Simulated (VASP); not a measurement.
Here is a VASP 6.6.1 calculation.

The input INCAR:

```
PREC     = Accurate       # precision mode
ENCUT    = 520            # plane-wave cutoff, eV
EDIFF    = 1E-6           # SCF threshold, eV
ISMEAR   = 0              # smearing method
SIGMA    = 0.15           # smearing width, eV
LREAL    = False          # projectors in reciprocal space
LASPH    = True           # aspherical terms in the spheres
NELM     = 100            # most SCF steps
ALGO     = Normal         # electronic algorithm
ISIF     = 2              # what is computed and relaxed
LWAVE    = False          # write WAVECAR
LCHARG   = True           # write CHGCAR
GGA      = PS             # functional
LELF     = True           # ELF
LVHAR    = True         
NBANDS   = 15             # bands
```

KPOINTS

```
regular mesh
0
Gamma
  18 18 18
```

File POSCAR:

```
TaN
1.0
    0.0000000000      2.2225800000      2.1790000000
    2.2225800000      0.0000000000      2.1790000000
    2.2225800000      2.2225800000      0.0000000000
Ta N
1 1
Direct
    0.5000000000      0.5000000000      0.5000000000
    0.0000000000      0.0000000000      0.0000000000
```

Potentials or basis: VASP PAW PBE potentials, release 64 (Ta_pv, N).

Launch:

```sh
$ cat potpaw_PBE.64/Ta_pv/POTCAR potpaw_PBE.64/N/POTCAR > POTCAR
$ mpirun -np 1 vasp_std > vasp.out
```

(1) What does it give for the band gap on the k mesh?

(2) Estimate the pressure.

Answers

(1) zero (band 8 reaches 11.02 eV, above the bottom of band 9 at 7.07 eV).

(2) -8.1 GPa.

Caveat: the cell differs from its parent crystal (strain +0.0200 x Voigt [1, 1, 0, 0, 0, 0]); the PAW data sets were made with another functional, which shifts forces and pressure a little; spin-orbit coupling is left out, which moves the levels of the heavy elements.
